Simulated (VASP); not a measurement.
# Zn: single point with PBEsol

Zn:

```
Zn
1.0
    -1.56119    1.56119    1.56904
     1.56119   -1.56119    1.56904
     1.57688    1.57688   -1.56904
Zn
1
Direct
  0.00000 0.00000 0.00000
```

This cell differs from its parent crystal: strain +0.0100 x Voigt [0, 0, 0, 0, 0, 1].

- Program: VASP 6.6.1
- Task: single point
- Functional: PBEsol
- Potentials or basis: VASP PAW PBE potentials, release 64 (Zn)
- Cutoff: 520 eV
- k mesh: 22 × 22 × 22
- Occupations: gaussian, width 0.15 eV
- Spin: no spin polarisation

```json
{
  "Pressure": "-4.7 GPa",
  "Band gap on the k mesh": "zero (band 6 reaches 7.03 eV, above the bottom of band 7 at 1.81 eV)"
}
```

Stress tensor (GPa, compression positive):
```
-4.72  0.06  0.00
 0.06 -4.72  0.00
 0.00  0.00 -4.73
```

Levels at points of the mesh, in eV from the Fermi level:
```tsv
k point	band 4	band 5	band 6	band 7	band 8	band 9
(0.00, 0.00, 0.00)	-7.74	-7.25	-7.25	18.73	18.90	19.04
(0.50, 0.00, 0.00)	-7.22	-6.92	-2.69	-1.03	11.19	12.63
(0.50, 0.50, 0.00)	-7.23	-6.91	-2.64	-0.93	11.11	12.56
(0.00, 0.00, 0.50)	-7.21	-6.93	-2.74	-1.14	11.31	12.67
(0.50, 0.50, 0.50)	-7.00	-6.99	4.09	4.13	4.17	7.40
```

Run time: 2.3 min on 1 thread of Intel Xeon 6975P-C, on a shared host, peak memory 0.36 GiB.

Caveat: the cell differs from its parent crystal (strain +0.0100 x Voigt [0, 0, 0, 0, 0, 1]); the PAW data sets were made with another functional, which shifts forces and pressure a little.
